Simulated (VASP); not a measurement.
**Os: single point with RPBE+D4**

Os:

```xyz
2
Lattice="2.7877 0.0000 0.0000 -1.3939 2.4142 0.0000 0.0000 0.0000 4.4044" Properties=species:S:1:pos:R:3 pbc="T T T"
Os    1.3939    0.8047    3.3033
Os    0.0000    1.6095    1.1011
```

* Program: VASP 6.6.1
* Task: single point
* Functional: RPBE
* Dispersion: D4
* Potentials or basis: VASP PAW PBE potentials, release 64 (Os)
* Cutoff: 520 eV
* k mesh: 11 × 11 × 6
* Occupations: fermi-dirac, width 0.05 eV
* Spin: no spin polarisation
* Dipole correction: no
* Further INCAR settings: ALGO = Fast; EDIFF = 1e-06; NBANDS = 15

The pressure is -22.5 GPa. The band gap on the k mesh is zero (bands 8 and 9 overlap by 3.54 eV). The dispersion energy per atom is -1.173 eV.

Stress tensor (GPa, compression positive):
```
-22.13   0.00   0.00
  0.00 -22.13   0.00
  0.00   0.00 -23.28
```

Levels at points of the mesh, in eV from the Fermi level:
```
           k point  band 4  band 5  band 6  band 7  band 8  band 9  band 10  band 11  band 12  band 13
(0.00, 0.00, 0.00)   -2.75   -2.52   -1.98   -1.98   -1.40   -1.40     0.07     1.58     1.58     8.46
(0.00, 0.00, 0.50)   -3.26   -2.93   -2.93   -2.93   -2.93    0.84     0.84     0.84     0.84    13.73
```

Run time: 47 s on 1 thread of Intel Xeon 8259CL (shared host), peak memory 0.16 GiB.

Caveat: the cell stands under tension; the dispersion term is far too large for a dense solid, which distorts pressure and volume; the PAW data sets were made with another functional, which shifts forces and pressure a little; spin-orbit coupling is left out, which moves the levels of the heavy elements.
